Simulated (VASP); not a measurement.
# C (I4_1/amd) in VASP: further runs

C is run at these levels: r2SCAN; tasks: single point.

All numbers are computed with VASP 6.6.1; they aren't measurements. Logs are shortened: lines on timing, memory, paths and dates and some standing lists are left out, and cuts for length are marked.

## Step 1: The cell of the first run

The structure is tetragonal, space group I4_1/amd (No. 141). The conventional cell has a = 2.392 Å, b = 2.392 Å, c = 3.471 Å, α = 90.00°, β = 90.00°, γ = 90.00°. C (site symmetry -4m2) has 4 C at 1.48 Å within 2.0 Å.

## Step 2: Single point, r2SCAN (strain -0.050 along x and y, -0.025 along z)

The input, POSCAR:

```
C
1.0
    0.0000000000      1.6911346216      1.7356381642
    1.6911346216      0.0000000000      1.7356381642
    1.6911346216      1.6911346216      0.0000000000
C
2
Direct
    0.5000000000      0.5000000000      0.5000000000
    0.7500000000      0.7500000000      0.7500000000
```

The input, INCAR.step1:

```
ALGO     = Normal         # electronic algorithm
EDIFF    = 1E-4           # SCF threshold, eV
ENCUT    = 520            # plane-wave cutoff, eV
GGA      = PE             # functional
ISMEAR   = 0              # smearing method
LASPH    = True           # aspherical terms in the spheres
LCHARG   = False          # write CHGCAR
LREAL    = False          # projectors in reciprocal space
LWAVE    = True           # write WAVECAR
NBANDS   = 11             # bands
NELM     = 60             # most SCF steps
PREC     = Accurate       # precision mode
SIGMA    = 0.05           # smearing width, eV
```

The input, INCAR.step2:

```
ALGO     = Normal         # electronic algorithm
EDIFF    = 1E-6           # SCF threshold, eV
ENCUT    = 520            # plane-wave cutoff, eV
ISIF     = 2              # what is computed and relaxed
ISMEAR   = 0              # smearing method
ISTART   = 1            
LASPH    = True           # aspherical terms in the spheres
LCHARG   = False          # write CHGCAR
LMIXTAU  = True         
LREAL    = False          # projectors in reciprocal space
LWAVE    = False          # write WAVECAR
METAGGA  = R2SCAN         # meta-GGA
NBANDS   = 11             # bands
NELM     = 60             # most SCF steps
PREC     = Accurate       # precision mode
SIGMA    = 0.05           # smearing width, eV
```

The input, KPOINTS:

```
k-points
0
Gamma
  12 12 12
```

Potentials or basis: VASP PAW PBE potentials, release 64 (C).

The run is started by

```
$ cat potpaw_PBE.64/C/POTCAR > POTCAR
$ cp INCAR.step1 INCAR
$ mpirun -np 1 vasp_std > vasp.out
$ cp INCAR.step2 INCAR
$ mpirun -np 1 vasp_std > vasp.out
```

OUTCAR:

```text
EDIFF = 1E-6
   ENCUT = 520
   ISIF = 2
   ISMEAR = 0
   ISTART = 1
   LASPH = True
   LREAL = False
   METAGGA = R2SCAN
   NELM = 60
   PREC = Accurate

 ion  position               nearest neighbor table
   1  0.500  0.500  0.500-   2 1.48   2 1.48   2 1.48   2 1.48
   2  0.750  0.750  0.750-   1 1.48   1 1.48   1 1.48   1 1.48

  LATTYP: Found a body centered tetragonal cell.
 ALAT       =     2.3916255177
 C/A-ratio  =     1.4514297087

  Lattice vectors:

 A1 = (  -1.6911346216,   0.0000000000,   1.7356381642)
 A2 = (   1.6911346216,   0.0000000000,   1.7356381642)
 A3 = (   0.0000000000,   1.6911346216,  -1.7356381642)

Analysis of symmetry for initial positions (statically):
=====================================================================
 Subroutine PRICEL returns:
 Original cell was already a primitive cell.

 Routine SETGRP: Setting up the symmetry group for a
 body centered tetragonal supercell.

 Subroutine GETGRP returns: Found 16 space group operations
 (whereof  8 operations were pure point group operations)
 out of a pool of 16 trial point group operations.

The static configuration has the point symmetry D_2d.
 The point group associated with its full space group is D_4h.

Analysis of symmetry for dynamics (positions and initial velocities):
=====================================================================
 Subroutine PRICEL returns:
 Original cell was already a primitive cell.

 Routine SETGRP: Setting up the symmetry group for a
 body centered tetragonal supercell.

 Subroutine GETGRP returns: Found 16 space group operations
 (whereof  8 operations were pure point group operations)
 out of a pool of 16 trial point group operations.

The dynamic configuration has the point symmetry D_2d.
 The point group associated with its full space group is D_4h.

 Subroutine INISYM returns: Found 16 space group operations
 (whereof  8 operations are pure point group operations),
 and found     1 'primitive' translations

----------------------------------------------------------------------------------------

                                     Primitive cell

  volume of cell :       9.9276

  direct lattice vectors                    reciprocal lattice vectors
     0.000000000  1.691134622  1.735638164    -0.295659490  0.295659490  0.288078478
     1.691134622  0.000000000  1.735638164     0.295659490 -0.295659490  0.288078478
[... 93 lines left out ...]
   POTIM  = 0.5000    time-step for ionic-motion
   TEBEG  =    0.0;   TEEND  =   0.0 temperature during run
   PSTRESS=    0.0 pullay stress
   NELECT =       8.0000    total number of electrons
   NUPDOWN=      -1.0000    fix difference up-down
   EMIN   =  10.00;   EMAX   =-10.00  energy-range for DOS
   EFERMI =   0.00;   METHOD = LEGACY
   ISMEAR =     0;   SIGMA  =   0.05  broadening in eV -4-tet -1-fermi 0-gaus
   EFERMI_NEDOS =   21; number of points for ismear=-14 and -15
   IALGO  =     38    algorithm
   IMIX   =      4    mixing-type and parameters
     AMIX     =   0.40;   BMIX     =  1.00
     AMIX_MAG =   1.60;   BMIX_MAG =  1.00
  volume/ion in A,a.u.               =       4.96        33.50
  Fermi-wavevector in a.u.,A,eV,Ry     =   1.523432  2.878868 31.577000  2.320844
  Thomas-Fermi vector in A             =   2.631876
   LORBIT       =      0    0 simple, 1 ext, 2 COOP (PROOUT), +10 PAW based schemes
   METAGGA = R2SCAN    functional components
   LHFCALC =     F    Hartree Fock is set to
   AEXX    =    0.0000 exact exchange contribution
   IVDW    =     0    specifies the selected vdW correction
   LEPSILON=     F    determine dielectric tensor
   LRPA    =     F    only Hartree local field effects (RPA)
 non-spin polarized calculation
 Gauss-broadening in eV      SIGMA  =   0.05
  energy-cutoff  :      520.00
  volume of cell :        9.93
 maximum number of plane-waves:       281
 NGX is ok and might be reduce to    18
   NGX =  9   NGY =  9   NGZ =  9

 number of electron       7.9999998 magnetization

 Free energy of the ion-electron system (eV)
  ---------------------------------------------------
  ext. energy  EPLUGINS =         0.00000000
  ---------------------------------------------------
  free energy    TOTEN  =       -19.34798568 eV

  energy without entropy =      -19.34798568  energy(sigma->0) =      -19.34798568

 E-fermi :  12.1426     XC(G=0): -15.0050

 val. band max:       11.9046624323   @ k =   0.0000   0.0000   0.0000
 cond. band min:      16.1952288494   @ k =   0.3333   0.0000   0.3333
 fundamental gap:      4.2905664170
 Fermi energy:        12.1426499804

 k-point     1 :       0.0000    0.0000    0.0000
  band No.  band energies     occupation
      1     -12.8788      2.00000
      2      11.4413      2.00000
      3      11.9047      2.00000
      4      11.9047      2.00000
      5      17.8387      0.00000
      6      17.8387      0.00000
      7      18.2078      0.00000
      8      28.8911      0.00000
      9      34.0954      0.00000
     10      39.8064      0.00000
     11      41.1913      0.00000
[... 309 lines left out ...]
 k-point    24 :      -0.4167    0.1667    0.0000
  band No.  band energies     occupation
      1      -5.6348      2.00000
      2      -2.9533      2.00000
      3       5.0025      2.00000
      4       7.7391      2.00000
      5      20.5636      0.00000
      6      23.4712      0.00000
      7      25.0968      0.00000
      8      29.9483      0.00000
      9      34.2264      0.00000
     10      38.6492      0.00000
     11      40.5076      0.00000

 [... further k-points ...]

------------------------ aborting loop because EDIFF is reached ----------------------------------------

  FORCE on cell =-STRESS in cart. coord.  units (eV):
  Direction    XX          YY          ZZ          XY          YZ          ZX
  --------------------------------------------------------------------------------------
  -------------------------------------------------------------------------------------
  Total        5.2353414      5.2353414      3.3595973      0.0000000      0.0000000     -0.0000000
  in kB      844.9092008    844.9092008    542.1909400      0.0000000      0.0000000     -0.0000000
  external PRESSURE =     744.0031139 kB  Pullay stress =       0.0000000 kB

 VOLUME and BASIS-vectors are now :
 -----------------------------------------------------------------------------
  energy-cutoff  :      520.00
  volume of cell :        9.93
      direct lattice vectors                 reciprocal lattice vectors
     0.000000000  1.691134622  1.735638164    -0.295659490  0.295659490  0.288078478
     1.691134622  0.000000000  1.735638164     0.295659490 -0.295659490  0.288078478
     1.691134622  1.691134622  0.000000000     0.295659490  0.295659490 -0.288078478

 POSITION                                       TOTAL-FORCE (eV/Angst)
 -----------------------------------------------------------------------------------
      1.69113      1.69113      1.73564         0.000000      0.000000      0.000000
      2.53670      2.53670      2.60346        -0.000000     -0.000000     -0.000000
 -----------------------------------------------------------------------------------
    total drift:                                0.000000     -0.000000      0.000000

  FREE ENERGIE OF THE ION-ELECTRON SYSTEM (eV)
  ---------------------------------------------------
  free  energy   TOTEN  =       -19.3479856843 eV

  energy  without entropy=      -19.3479856843  energy(sigma->0) =      -19.34798568
```

OUTCAR.step1:

```text
EDIFF = 1E-4
   ENCUT = 520
   GGA = PE
   ISMEAR = 0
   LASPH = True
[... 560 lines left out ...]
 -----------------------------------------------------------------------------------
      1.69113      1.69113      1.73564         0.000000      0.000000      0.000000
      2.53670      2.53670      2.60346        -0.000000     -0.000000     -0.000000
 -----------------------------------------------------------------------------------
    total drift:                                0.000000     -0.000000      0.000000

  FREE ENERGIE OF THE ION-ELECTRON SYSTEM (eV)
  ---------------------------------------------------
  free  energy   TOTEN  =       -17.8460357751 eV

  energy  without entropy=      -17.8460357751  energy(sigma->0) =      -17.84603578
```

Run time: 25 s. Hardware: 1 thread of Intel Xeon 6975P-C (Granite Rapids), shared host; peak memory 0.12 GiB.

Results:

| Property | Result |
| --- | --- |
| Free energy | -19.3480 eV |
| Pressure | 74.4 GPa |
| Band gap on the k mesh | 4.29 eV (least direct gap 5.93 eV) |

Stress tensor (GPa, compression positive):
```
84.49  0.00  0.00
 0.00 84.49  0.00
 0.00  0.00 54.22
```

Caveat: the cell differs from its parent crystal (strain -0.050 along x and y, -0.025 along z); the cell stands under pressure; the PAW data sets were made with another functional, which shifts forces and pressure a little.

## Step 3: Single point, r2SCAN (strain -0.050 along x and y, +0.000 along z)

The input, POSCAR:

```
C
1.0
    0.0000000000      1.6911346216      1.7801417069
    1.6911346216      0.0000000000      1.7801417069
    1.6911346216      1.6911346216      0.0000000000
C
2
Direct
    0.5000000000      0.5000000000      0.5000000000
    0.7500000000      0.7500000000      0.7500000000
```

The input, INCAR.step1:

```
PREC = Accurate
ENCUT = 520
ISMEAR = 0
SIGMA = 0.05
LREAL = F
LASPH = T
NELM = 100
NBANDS = 11
GGA = PE
ALGO = Normal
EDIFF = 1E-4
LWAVE = T
LCHARG = F
```

The input, INCAR.step2:

```
PREC = Accurate
ENCUT = 520
EDIFF = 1E-6
ISMEAR = 0
SIGMA = 0.05
LREAL = F
LASPH = T
NELM = 100
ALGO = Normal
ISIF = 2
LWAVE = F
LCHARG = T
METAGGA = R2SCAN
LMIXTAU = T
LELF = T
LVHAR = T
NBANDS = 11
ISTART = 1
```

The input, KPOINTS:

```
Automatic mesh
0
Gamma
  12 12 12
```

Potentials or basis: VASP PAW PBE potentials, release 64 (C).

The run is started by

```
$ cat potpaw_PBE.64/C/POTCAR > POTCAR
$ cp INCAR.step1 INCAR
$ mpirun -np 1 vasp_std > vasp.out
$ cp INCAR.step2 INCAR
$ mpirun -np 1 vasp_std > vasp.out
```

OUTCAR:

```text
PREC = Accurate
   ENCUT = 520
   EDIFF = 1E-6
   ISMEAR = 0
   LREAL = F
   LASPH = T
   NELM = 100
   ISIF = 2
   METAGGA = R2SCAN
   ISTART = 1

 ion  position               nearest neighbor table
   1  0.500  0.500  0.500-   2 1.49   2 1.49   2 1.49   2 1.49
   2  0.750  0.750  0.750-   1 1.49   1 1.49   1 1.49   1 1.49

  LATTYP: Found a body centered tetragonal cell.
 ALAT       =     2.3916255177
 C/A-ratio  =     1.4886458551

  Lattice vectors:

 A1 = (  -1.6911346216,   0.0000000000,   1.7801417069)
 A2 = (   1.6911346216,   0.0000000000,   1.7801417069)
 A3 = (   0.0000000000,   1.6911346216,  -1.7801417069)

Analysis of symmetry for initial positions (statically):
=====================================================================
 Subroutine PRICEL returns:
 Original cell was already a primitive cell.

 Routine SETGRP: Setting up the symmetry group for a
 body centered tetragonal supercell.

 Subroutine GETGRP returns: Found 16 space group operations
 (whereof  8 operations were pure point group operations)
 out of a pool of 16 trial point group operations.

The static configuration has the point symmetry D_2d.
[... 173 lines left out ...]
      2      10.7345      2.00000
      3      11.6597      2.00000
      4      11.6597      2.00000
      5      17.2748      0.00000
      6      17.2748      0.00000
      7      17.9951      0.00000
      8      27.7959      0.00000
      9      33.3363      0.00000
     10      38.1627      0.00000
     11      39.5718      0.00000
[... 309 lines left out ...]
 k-point    24 :      -0.4167    0.1667    0.0000
  band No.  band energies     occupation
      1      -5.7692      2.00000
      2      -3.1248      2.00000
      3       4.4331      2.00000
      4       7.7335      2.00000
      5      20.3651      0.00000
      6      22.9570      0.00000
      7      24.0886      0.00000
      8      29.2672      0.00000
      9      33.6970      0.00000
     10      37.9760      0.00000
     11      39.3964      0.00000

 [... further k-points ...]

------------------------ aborting loop because EDIFF is reached ----------------------------------------

  FORCE on cell =-STRESS in cart. coord.  units (eV):
  Direction    XX          YY          ZZ          XY          YZ          ZX
  --------------------------------------------------------------------------------------
  -------------------------------------------------------------------------------------
  Total        4.9094882      4.9094882      1.1123367      0.0000000      0.0000000      0.0000000
  in kB      772.5131313    772.5131313    175.0273565      0.0000000      0.0000000      0.0000000
  external PRESSURE =     573.3512063 kB  Pullay stress =       0.0000000 kB

 VOLUME and BASIS-vectors are now :
 -----------------------------------------------------------------------------
  energy-cutoff  :      520.00
  volume of cell :       10.18
      direct lattice vectors                 reciprocal lattice vectors
     0.000000000  1.691134622  1.780141707    -0.295659490  0.295659490  0.280876516
     1.691134622  0.000000000  1.780141707     0.295659490 -0.295659490  0.280876516
     1.691134622  1.691134622  0.000000000     0.295659490  0.295659490 -0.280876516

 POSITION                                       TOTAL-FORCE (eV/Angst)
 -----------------------------------------------------------------------------------
      1.69113      1.69113      1.78014         0.000000      0.000000      0.000000
      2.53670      2.53670      2.67021        -0.000000     -0.000000     -0.000000
 -----------------------------------------------------------------------------------
    total drift:                                0.000000     -0.000000      0.000000

  FREE ENERGIE OF THE ION-ELECTRON SYSTEM (eV)
  ---------------------------------------------------
  free  energy   TOTEN  =       -19.4052289189 eV

  energy  without entropy=      -19.4052289189  energy(sigma->0) =      -19.40522892
```

OSZICAR.step1:

```text
N       E                     dE             d eps       ncg     rms          rms(c)
DAV:   1     0.671192576071E+00    0.67119E+00   -0.48615E+03  3822   0.703E+02
DAV:   2    -0.184462841005E+02   -0.19117E+02   -0.18523E+02  4573   0.129E+02
DAV:   3    -0.187740082465E+02   -0.32772E+00   -0.32670E+00  4228   0.127E+01
DAV:   4    -0.187745566792E+02   -0.54843E-03   -0.54842E-03  3822   0.588E-01
DAV:   5    -0.187745571610E+02   -0.48179E-06   -0.48179E-06  4089   0.171E-02    0.637E+00
DAV:   6    -0.181266185270E+02    0.64794E+00   -0.33823E-01  3687   0.419E+00    0.382E+00
DAV:   7    -0.179092045883E+02    0.21741E+00   -0.40148E-01  3867   0.462E+00    0.942E-01
DAV:   8    -0.179112844489E+02   -0.20799E-02   -0.10399E-02  3802   0.792E-01    0.473E-02
DAV:   9    -0.179113141207E+02   -0.29672E-04   -0.60577E-05  3731   0.631E-02
   1 F= -.17911314E+02 E0= -.17911314E+02  d E =-.336669E-22
```

Run time: 25 s. Hardware: 1 thread of Intel Xeon 6975P-C (Granite Rapids), shared host; peak memory 0.12 GiB.

Results:

```
Free energy            : -19.4052 eV
Pressure               : 57.3 GPa
Band gap on the k mesh : 3.88 eV (least direct gap 5.62 eV)
```

Caveat: the cell differs from its parent crystal (strain -0.050 along x and y, +0.000 along z); the cell stands under pressure; the PAW data sets were made with another functional, which shifts forces and pressure a little. A k mesh can miss the band edges.
